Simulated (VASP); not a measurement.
Set up this calculation in VASP 6.6.1, as the native input.

```
Task                   : single point
Functional             : PBEsol
Potentials or basis    : VASP PAW PBE potentials, release 64 (Cu)
Cutoff                 : 520 eV
k mesh                 : 1 × 2 × 1
Occupations            : fermi-dirac, width 0.05 eV
Spin                   : no spin polarisation
Dipole correction      : no
Further INCAR settings : LREAL = Auto; ALGO = Normal; EDIFF = 1e-06; NBANDS = 120
```

The structure of Cu lies in POSCAR:

```
Cu
1.0
   10.8300000000      0.0000000000      0.0000000000
    0.0000000000      5.1053110000      0.0000000000
    0.0000000000      0.0000000000     15.5526550000
Cu
19
Direct
    0.0000000000      0.0000000000      0.0642977035
    0.3333333333      0.0000000000      0.0642977035
    0.6666666667      0.0000000000      0.0642977035
    0.0000000000      0.5000087164      0.0642977035
    0.3333333333      0.5000087164      0.0642977035
    0.6666666667      0.5000087164      0.0642977035
    0.1666204986      0.2844097059      0.1433002918
    0.4724192059      0.2307596932      0.1593104200
    0.8186241921      0.2934982805      0.1745168269
    0.1694090489      0.7647134523      0.1498650873
    0.4587442290      0.7278302928      0.1554911364
    0.8214219760      0.7678866185      0.1521926642
   -0.0106094183     -0.0559221564      0.2402290799
    0.3109602955     -0.0090689872      0.2390074235
    0.6521975993      0.0515149812      0.2284368810
    0.0424930748      0.5207322336      0.2239103227
    0.3015881810      0.4778553158      0.2489607080
    0.6572945522      0.5873295476      0.2223414587
    0.8531301939      0.6125973521      0.2954608072
```

These files were run (other wordings do the same):

INCAR

```
SYSTEM = Cu
ALGO     = Normal         ! electronic algorithm
EDIFF    = 1E-6           ! SCF threshold, eV
ENCUT    = 520            ! plane-wave cutoff, eV
GGA      = PS             ! functional
ISIF     = 2              ! what is computed and relaxed
ISMEAR   = -1             ! smearing method
LASPH    = .True.         ! aspherical terms in the spheres
LCHARG   = .False.        ! write CHGCAR
LREAL    = Auto         
LWAVE    = .False.        ! write WAVECAR
NBANDS   = 120            ! bands
NELM     = 80             ! most SCF steps
PREC     = Accurate       ! precision mode
SIGMA    = 0.05           ! smearing width, eV
```

KPOINTS

```
k-points
0
Gamma
  1 2 1
  0 0 0
```

Potentials or basis: VASP PAW PBE potentials, release 64 (Cu).

Command:

```console
$ cat potpaw_PBE.64/Cu/POTCAR > POTCAR
$ mpirun -np 1 vasp_std > vasp.out
```

Results of the run:

```
Largest force          : 2.553 eV/Å
Band gap on the k mesh : zero (an odd number of electrons rules out a gap without spin polarisation)
```

Caveat: the k points lie up to 0.62 Å⁻¹ apart, too coarse for converged energies and pressures of a metal; the atoms stand as in a frame of molecular dynamics; the PAW data sets were made with another functional, which shifts forces and pressure a little.

Wall time 7.5 min on 1 thread of Intel(R) Xeon(R) 6975P-C (Granite Rapids), on a shared host, peak memory 0.79 GiB.
